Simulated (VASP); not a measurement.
# Ag (P6/mmm) in VASP: further runs

The runs below take Ag through single point, relaxation of shape and atoms at fixed volume, with PBE.

All numbers are computed with VASP 6.6.1; they aren't measurements. Logs are shortened: lines on timing, memory, paths and dates and some standing lists are left out, and cuts for length are marked.

**1. The cell of the first run**

The structure is hexagonal, space group P6/mmm (No. 191). The conventional cell has a = 2.846 Å, b = 2.846 Å, c = 2.769 Å, α = 90.00°, β = 90.00°, γ = 120.00°. Ag (site symmetry 6/mmm) has 8 Ag at 2.77 to 2.85 Å within 3.6 Å.

**2. Single point, PBE**

INCAR reads:

```
PREC = Accurate
ENCUT = 520
EDIFF = 1E-6
ISMEAR = -1
SIGMA = 0.08
LREAL = False
LASPH = True
NELM = 60
ALGO = Normal
ISIF = 2
LWAVE = False
LCHARG = True
GGA = PE
LELF = True
LVHAR = True
NBANDS = 12
```

KPOINTS reads:

```
Automatic mesh
0
Gamma
  15 15 14
```

POSCAR reads:

```
Ag
1.0
    2.8464770861      0.0000000000      0.0000000000
   -1.4232385430      2.4651214678      0.0000000000
    0.0000000000      0.0000000000      2.7685463678
Ag
1
Direct
    0.0000000000      0.0000000000      0.0000000000
```

Potentials or basis: VASP PAW PBE potentials, release 64 (Ag).

On the command line:

```bash
> cat potpaw_PBE.64/Ag/POTCAR > POTCAR
> mpirun -np 1 vasp_std > vasp.out
```

OUTCAR:

```text
PREC = Accurate
   ENCUT = 520
   EDIFF = 1E-6
   ISMEAR = -1
   LREAL = False
   LASPH = True
   NELM = 60
   ISIF = 2
   GGA = PE

 ion  position               nearest neighbor table
   1  0.000  0.000  0.000-

  LATTYP: Found a hexagonal cell.
 ALAT       =     2.8464770861
 C/A-ratio  =     0.9726220461

  Lattice vectors:

 A1 = (   2.8464770861,   0.0000000000,   0.0000000000)
 A2 = (  -1.4232385430,   2.4651214678,   0.0000000000)
 A3 = (   0.0000000000,   0.0000000000,   2.7685463678)

Analysis of symmetry for initial positions (statically):
=====================================================================
 Subroutine PRICEL returns:
 Original cell was already a primitive cell.

 Routine SETGRP: Setting up the symmetry group for a
 hexagonal supercell.

 Subroutine GETGRP returns: Found 24 space group operations
 (whereof 24 operations were pure point group operations)
 out of a pool of 24 trial point group operations.

The static configuration has the point symmetry D_6h.

Analysis of symmetry for dynamics (positions and initial velocities):
=====================================================================
 Subroutine PRICEL returns:
 Original cell was already a primitive cell.

 Routine SETGRP: Setting up the symmetry group for a
 hexagonal supercell.

 Subroutine GETGRP returns: Found 24 space group operations
 (whereof 24 operations were pure point group operations)
 out of a pool of 24 trial point group operations.

The dynamic configuration has the point symmetry D_6h.

 Subroutine INISYM returns: Found 24 space group operations
 (whereof 24 operations are pure point group operations),
 and found     1 'primitive' translations

----------------------------------------------------------------------------------------

                                     Primitive cell

  volume of cell :      19.4266

  direct lattice vectors                    reciprocal lattice vectors
     2.846477086  0.000000000  0.000000000     0.351311453  0.202829762  0.000000000
    -1.423238543  2.465121468  0.000000000     0.000000000  0.405659524  0.000000000
     0.000000000  0.000000000  2.768546368     0.000000000  0.000000000  0.361200380

  length of vectors
     2.846477086  2.846477086  2.768546368     0.405659523  0.405659524  0.361200380

  position of ions in fractional coordinates (direct lattice)
     0.000000000  0.000000000  0.000000000

  ion indices of the primitive-cell ions
   primitive index   ion index
                 1           1

----------------------------------------------------------------------------------------

 KPOINTS: Automatic mesh

Automatic generation of k-mesh.
 Grid dimensions read from file:
 generate k-points for:   15   15   14

 Generating k-lattice:

  Cartesian coordinates                     Fractional coordinates (reciprocal lattice)
     0.023420764  0.013521984  0.000000000     0.066666667  0.000000000  0.000000000
     0.000000000  0.027043968  0.000000000     0.000000000  0.066666667  0.000000000
     0.000000000  0.000000000  0.025800027     0.000000000  0.000000000  0.071428571

  Length of vectors
     0.027043968  0.027043968  0.025800027

  Shift w.r.t. Gamma in fractional coordinates (k-lattice)
     0.000000000  0.000000000  0.000000000

 Subroutine IBZKPT returns following result:
 ===========================================

 Found    216 irreducible k-points:

 Following reciprocal coordinates:
            Coordinates               Weight
  0.000000  0.000000  0.000000      1.000000
  0.066667  0.000000  0.000000      6.000000
  0.133333  0.000000  0.000000      6.000000
  0.200000  0.000000  0.000000      6.000000
  0.266667  0.000000  0.000000      6.000000
  0.333333  0.000000  0.000000      6.000000
[... 16 lines left out ...]
  0.333333  0.200000  0.000000     12.000000
  0.400000  0.200000  0.000000      6.000000
 [... further k-points ...]
   k-points           NKPTS =    216   k-points in BZ     NKDIM =    216   number of bands    NBANDS=     12
   number of dos      NEDOS =    301   number of ions     NIONS =      1
   total plane-waves  NPLWV =  13824
   dimension x,y,z NGX =    24 NGY =   24 NGZ =   24
   dimension x,y,z NGXF=    48 NGYF=   48 NGZF=   48
   ions per type =               1
   NGX,Y,Z   is equivalent  to a cutoff of  14.02, 14.02, 14.41 a.u.
   NGXF,Y,Z  is equivalent  to a cutoff of  28.03, 28.03, 28.82 a.u.
 SYSTEM =  unknown system
   PREC   = accura    normal or accurate (medium, high low for compatibility)
   ISTART =      0    job   : 0-new  1-cont  2-samecut
   ICHARG =      2    charge: 1-file 2-atom 10-const
   ISPIN  =      1    spin polarized calculation?
   LNONCOLLINEAR =      F non collinear calculations
   LSORBIT =      F    spin-orbit coupling
   LASPH  =      T    aspherical Exc in radial PAW
   ENCUT  =  520.0 eV  38.22 Ry    6.18 a.u.   5.29  5.29  5.15*2*pi/ulx,y,z
   NELM   =     60;   NELMIN=  2; NELMDL= -5     # of ELM steps
   EDIFF  = 0.1E-05   stopping-criterion for ELM
   LREAL  =      F    real-space projection
   EDIFFG = 0.1E-04   stopping-criterion for IOM
   NSW    =      0    number of steps for IOM
   IBRION =     -1    ionic relax: 0-MD 1-quasi-New 2-CG
   NFREE  =      0    steps in history (QN), initial steepest desc. (CG)
   ISIF   =      2    stress and relaxation
   ISYM   =      2    0-nonsym 1-usesym 2-fastsym
   POTIM  = 0.5000    time-step for ionic-motion
   TEBEG  =    0.0;   TEEND  =   0.0 temperature during run
   PSTRESS=    0.0 pullay stress
   NELECT =      11.0000    total number of electrons
   NUPDOWN=      -1.0000    fix difference up-down
   EMIN   =  10.00;   EMAX   =-10.00  energy-range for DOS
   EFERMI =   0.00;   METHOD = LEGACY
   ISMEAR =    -1;   SIGMA  =   0.08  broadening in eV -4-tet -1-fermi 0-gaus
   EFERMI_NEDOS =   21; number of points for ismear=-14 and -15
   IALGO  =     38    algorithm
   IMIX   =      4    mixing-type and parameters
     AMIX     =   0.40;   BMIX     =  1.00
     AMIX_MAG =   1.60;   BMIX_MAG =  1.00
  volume/ion in A,a.u.               =      19.43       131.10
  Fermi-wavevector in a.u.,A,eV,Ry     =   1.354378  2.559403 24.957696  1.834339
  Thomas-Fermi vector in A             =   2.481554
   LORBIT       =      0    0 simple, 1 ext, 2 COOP (PROOUT), +10 PAW based schemes
   GGA     = PE    functional components
[... 5 lines left out ...]
 non-spin polarized calculation
  energy-cutoff  :      520.00
  volume of cell :       19.43
 maximum number of plane-waves:       539
 NGX is ok and might be reduce to    24
   NGX = 11   NGY = 11   NGZ = 11

 number of electron      11.0000000 magnetization

 Free energy of the ion-electron system (eV)
  ---------------------------------------------------
  ext. energy  EPLUGINS =         0.00000000
  ---------------------------------------------------
  free energy    TOTEN  =        -2.53687060 eV

  energy without entropy =       -2.53209865  energy(sigma->0) =       -2.53448463

 E-fermi :   6.7089     XC(G=0): -11.3939

 val. band max:        6.6506052499   @ k =   0.4667   0.0000   0.0714
 cond. band min:       6.7106799211   @ k =   0.3333   0.0000   0.3571
 fundamental gap:      0.0600746712
 Fermi energy:         6.7089123011

 k-point     1 :       0.0000    0.0000    0.0000
  band No.  band energies     occupation
      1      -0.1150      2.00000
      2       0.9008      2.00000
      3       2.2611      2.00000
      4       2.2611      2.00000
      5       3.8623      2.00000
      6       3.8623      2.00000
      7      19.8954      0.00000
      8      22.9154      0.00000
      9      25.4970      0.00000
     10      25.5749      0.00000
     11      25.5749      0.00000
     12      29.5763      0.00000

 k-point     2 :       0.0667    0.0000    0.0000
  band No.  band energies     occupation
      1       0.0167      2.00000
      2       0.9297      2.00000
      3       2.2183      2.00000
      4       2.3292      2.00000
      5       3.8121      2.00000
      6       3.8527      2.00000
      7      20.0908      0.00000
      8      22.7046      0.00000
      9      24.5245      0.00000
     10      24.9494      0.00000
     11      25.5470      0.00000
     12      30.2708      0.00000

 k-point     3 :       0.1333    0.0000    0.0000
  band No.  band energies     occupation
      1       0.3869      2.00000
      2       1.0132      2.00000
      3       2.1241      2.00000
      4       2.5260      2.00000
      5       3.6735      2.00000
      6       3.8256      2.00000
      7      20.6605      0.00000
      8      21.1933      0.00000
      9      23.7026      0.00000
     10      23.8699      0.00000
     11      25.4612      0.00000
     12      31.4603      0.00000
[... 286 lines left out ...]
 k-point    23 :       0.3333    0.2000    0.0000
  band No.  band energies     occupation
      1       1.4446      2.00000
      2       1.5740      2.00000
      3       2.8615      2.00000
      4       2.9808      2.00000
      5       3.4337      2.00000
      6       7.4838      0.00012
      7      11.3388      0.00000
      8      14.5987      0.00000
      9      25.3419      0.00000
     10      27.2629      0.00000
     11      29.2791      0.00000
     12      30.2415      0.00000

 k-point    24 :       0.4000    0.2000    0.0000
  band No.  band energies     occupation
      1       1.4134      2.00000
      2       1.5950      2.00000
      3       2.9639      2.00000
      4       2.9740      2.00000
      5       3.4100      2.00000
      6       8.5914      0.00000
      7      10.0276      0.00000
      8      14.4228      0.00000
      9      25.4486      0.00000
     10      28.0461      0.00000
     11      29.1543      0.00000
     12      29.9527      0.00000

 [... further k-points ...]
[... 5 lines left out ...]
  --------------------------------------------------------------------------------------
  -------------------------------------------------------------------------------------
  Total       -0.0130900     -0.0130900     -0.0176054     -0.0000000      0.0000000      0.0000000
  in kB       -1.0795751     -1.0795751     -1.4519773     -0.0000000      0.0000000      0.0000000
  external PRESSURE =      -1.2037092 kB  Pullay stress =       0.0000000 kB

 VOLUME and BASIS-vectors are now :
 -----------------------------------------------------------------------------
  energy-cutoff  :      520.00
  volume of cell :       19.43
      direct lattice vectors                 reciprocal lattice vectors
     2.846477086  0.000000000  0.000000000     0.351311453  0.202829762  0.000000000
    -1.423238543  2.465121468  0.000000000     0.000000000  0.405659524  0.000000000
     0.000000000  0.000000000  2.768546368     0.000000000  0.000000000  0.361200380

 POSITION                                       TOTAL-FORCE (eV/Angst)
 -----------------------------------------------------------------------------------
      0.00000      0.00000      0.00000         0.000000      0.000000      0.000000
 -----------------------------------------------------------------------------------
    total drift:                                0.000000      0.000000      0.000000

  FREE ENERGIE OF THE ION-ELECTRON SYSTEM (eV)
  ---------------------------------------------------
  free  energy   TOTEN  =        -2.5368706015 eV

  energy  without entropy=       -2.5320986499  energy(sigma->0) =       -2.53448463
```

Wall time 22 s (1 thread of Intel Xeon Platinum 8259CL at 2.50GHz (Skylake/Cascade Lake), shared host); peak memory 0.17 GiB.

What came out:

```
Free energy : -2.5369 eV
Pressure    : -0.1 GPa
```

**3. Single point, PBE**

INCAR reads:

```
SYSTEM = Ag
ALGO = Normal ; EDIFF = 1E-7
ENCUT = 520 ; GGA = PE
ISIF = 2 ; ISMEAR = -1
LASPH = .True. ; LCHARG = .False.
LREAL = .False. ; LWAVE = .False.
NBANDS = 12 ; NELM = 80
PREC = Accurate ; SIGMA = 0.08
```

KPOINTS reads:

```
k-points
0
Gamma
  15 15 14
  0 0 0
```

POSCAR is that of step 2.

Potentials or basis: VASP PAW PBE potentials, release 64 (Ag).

On the command line:

```bash
> cat potpaw_PBE.64/Ag/POTCAR > POTCAR
> mpirun -np 1 vasp_std > vasp.out
```

It took 23 s on 1 thread of Intel Xeon Platinum 8259CL at 2.50GHz (Skylake/Cascade Lake), shared host; peak memory 0.17 GiB.

It converged, with:

| Item | Value |
| --- | --- |
| Free energy | -2.5369 eV |
| Pressure | -0.1 GPa |

Levels at points of the mesh, in eV from the Fermi level:
```tsv
k point	band 3	band 4	band 5	band 6	band 7	band 8	band 9	band 10
(0.00, 0.00, 0.00)	-4.45	-4.45	-2.85	-2.85	13.19	16.21	18.79	18.87
(0.00, 0.00, 0.50)	-4.26	-3.67	-3.67	-0.89	1.33	19.00	21.10	21.56
```

**4. Relaxation of shape and atoms at fixed volume, PBE**

This run uses another cell than the first one, of 8.35 Å³/atom, 0.430 times its volume.

INCAR reads:

```
SYSTEM = Ag
PREC     = Accurate       ! precision mode
ENCUT    = 600            ! plane-wave cutoff, eV
EDIFF    = 1E-6           ! SCF threshold, eV
ISMEAR   = -1             ! smearing method
SIGMA    = 0.08           ! smearing width, eV
LREAL    = .False.        ! projectors in reciprocal space
LASPH    = .True.         ! aspherical terms in the spheres
NELM     = 100            ! most SCF steps
ALGO     = Normal         ! electronic algorithm
ISIF     = 4              ! what is computed and relaxed
LWAVE    = .False.        ! write WAVECAR
LCHARG   = .False.        ! write CHGCAR
GGA      = PE             ! functional
IBRION   = 2              ! ionic algorithm
NSW      = 50             ! ionic steps
EDIFFG   = -0.005         ! ionic threshold
```

KPOINTS reads:

```
regular mesh
0
Gamma
  15 15 14
  0 0 0
```

POSCAR reads:

```
Ag
1.0
    2.1484760197      0.0000000000      0.0000000000
   -1.0742380098      1.8606348125      0.0000000000
    0.0000000000      0.0000000000      2.0896551424
Ag
1
Direct
    0.0000000000      0.0000000000      0.0000000000
```

On the command line:

```bash
> cat potpaw_PBE.64/Ag/POTCAR > POTCAR
> mpirun -np 1 vasp_std > vasp.out
```

Wall time 52 s (1 thread of Intel Xeon Platinum 8259CL at 2.50GHz (Skylake/Cascade Lake), shared host); peak memory 0.14 GiB.

The run converged, but its numbers aren't listed here, since they failed a check.

**5. Relaxation of shape and atoms at fixed volume, PBE**

This run uses another cell than the first one, of 9.71 Å³/atom, 0.500 times its volume.

INCAR reads:

```
PREC = Accurate ; ENCUT = 600
EDIFF = 1E-6 ; ISMEAR = -1
SIGMA = 0.08 ; LREAL = F
LASPH = T ; NELM = 100
ALGO = Normal ; ISIF = 4
LWAVE = F ; LCHARG = F
GGA = PE ; IBRION = 2
NSW = 50 ; EDIFFG = -0.005
```

KPOINTS reads:

```
regular mesh
0
Gamma
  15 15 14
```

POSCAR reads:

```
Ag
1.0
    2.2592503604      0.0000000000      0.0000000000
   -1.1296251802      1.9565682056      0.0000000000
    0.0000000000      0.0000000000      2.1973967083
Ag
1
Direct
    0.0000000000      0.0000000000      0.0000000000
```

Potentials or basis: VASP PAW PBE potentials, release 64 (Ag).

On the command line:

```bash
> cat potpaw_PBE.64/Ag/POTCAR > POTCAR
> mpirun -np 1 vasp_std > vasp.out
```

OUTCAR:

```text
PREC = Accurate
   ENCUT = 600
   EDIFF = 1E-6
   ISMEAR = -1
   LREAL = F
   LASPH = T
   NELM = 100
   ISIF = 4
   GGA = PE
   IBRION = 2
   NSW = 50
   EDIFFG = -0.005

 ion  position               nearest neighbor table
   1  0.000  0.000  0.000-

  LATTYP: Found a hexagonal cell.
 ALAT       =     2.2592503604
 C/A-ratio  =     0.9726220462

  Lattice vectors:

 A1 = (   2.2592503604,   0.0000000000,   0.0000000000)
 A2 = (  -1.1296251802,   1.9565682056,   0.0000000000)
 A3 = (   0.0000000000,   0.0000000000,   2.1973967083)

Analysis of symmetry for initial positions (statically):
=====================================================================
 Subroutine PRICEL returns:
 Original cell was already a primitive cell.

 Routine SETGRP: Setting up the symmetry group for a
 hexagonal supercell.

 Subroutine GETGRP returns: Found 24 space group operations
 (whereof 24 operations were pure point group operations)
 out of a pool of 24 trial point group operations.

The static configuration has the point symmetry D_6h.

Analysis of symmetry for dynamics (positions and initial velocities):
=====================================================================
[... 165 lines left out ...]
  Total       22.6798995     22.6798995     20.0658542     -0.0000000      0.0000000      0.0000000
  in kB     3740.9670789   3740.9670788   3309.7897902     -0.0000000      0.0000000      0.0000000
  external PRESSURE =    3597.2413160 kB  Pullay stress =       0.0000000 kB
[... 197 lines left out ...]
--------------------------------------- Ionic step        7  -------------------------------------------

 number of electron      10.9999996 magnetization

 Free energy of the ion-electron system (eV)
  ---------------------------------------------------
  ext. energy  EPLUGINS =         0.00000000
  ---------------------------------------------------
  free energy    TOTEN  =         2.74168249 eV

  energy without entropy =        2.74521845  energy(sigma->0) =        2.74345047

 E-fermi :  19.7577     XC(G=0): -15.8345

 val. band max:       19.7211206756   @ k =   0.2000   0.2000   0.2857
 cond. band min:      19.9814647548   @ k =   0.1333   0.1333   0.4286
 fundamental gap:      0.2603440792
 Fermi energy:        19.7577038998

 k-point     1 :       0.0000    0.0000    0.0000
  band No.  band energies     occupation
      1       6.5684      2.00000
      2       7.3290      2.00000
      3      11.1906      2.00000
      4      11.1906      2.00000
      5      16.5238      2.00000
      6      16.5238      2.00000
      7      35.4009      0.00000
      8      37.6591      0.00000
      9      46.0902      0.00000
[... 265 lines left out ...]
 k-point    24 :       0.4000    0.2000    0.0000
  band No.  band energies     occupation
      1       8.6545      2.00000
      2       9.4387      2.00000
      3      12.8225      2.00000
      4      13.4865      2.00000
      5      14.9579      2.00000
      6      22.0905      0.00000
      7      26.9580      0.00000
      8      30.5629      0.00000
      9      42.0569      0.00000

 [... further k-points ...]
[... 5 lines left out ...]
  --------------------------------------------------------------------------------------
  -------------------------------------------------------------------------------------
  Total       21.7533996     21.7533996     21.7502525      0.0000000      0.0000000      0.0000000
  in kB     3588.1442800   3588.1442799   3587.6251761      0.0000000      0.0000000      0.0000000
  external PRESSURE =    3587.9712453 kB  Pullay stress =       0.0000000 kB
[... 16 lines left out ...]
  FREE ENERGIE OF THE ION-ELECTRON SYSTEM (eV)
  ---------------------------------------------------
  free  energy   TOTEN  =         2.7416824922 eV

  energy  without entropy=        2.7452184451  energy(sigma->0) =        2.74345047

 reached required accuracy - stopping structural energy minimisation
```

Wall time 49 s (1 thread of Intel Xeon Platinum 8259CL at 2.50GHz (Skylake/Cascade Lake), shared host); peak memory 0.14 GiB.

Results:

* Free energy: 2.7417 eV
* Energy gained by relaxing: 14.9 meV/atom
* Ionic steps: 7
* Pressure after relaxing: 358.8 GPa

The path:
| step | energy change (eV) | largest force (eV/Å) | pressure (GPa) | volume (Å³) |
| --- | --- | --- | --- | --- |
| 1 | 0.0000 | 0.0000 | 359.72 | 9.71 |
| 2 | 0.6724 | 0.0000 | 376.70 | 9.71 |
| 3 | -0.0148 | 0.0000 | 358.85 | 9.71 |
| 4 | -0.0149 | 0.0000 | 358.80 | 9.71 |
| 5 | -0.0149 | 0.0000 | 358.80 | 9.71 |
| 6 | -0.0148 | 0.0000 | 358.86 | 9.71 |
| 7 | -0.0149 | 0.0000 | 358.80 | 9.71 |

Final structure:
```xyz
1
Lattice="2.2721 0.0000 0.0000 -1.1360 1.9677 0.0000 0.0000 0.0000 2.1726" Properties=species:S:1:pos:R:3 pbc="T T T"
Ag    0.0000    0.0000    0.0000
```

Levels at points of the mesh, in eV from the Fermi level:
```csv
k point,band 3,band 4,band 5,band 6,band 7,band 8,band 9
"(0.00, 0.00, 0.00)",-8.57,-8.57,-3.23,-3.23,15.64,17.90,26.33
"(0.00, 0.00, 0.50)",-7.84,-6.32,-6.32,-4.26,5.90,19.82,24.36
```
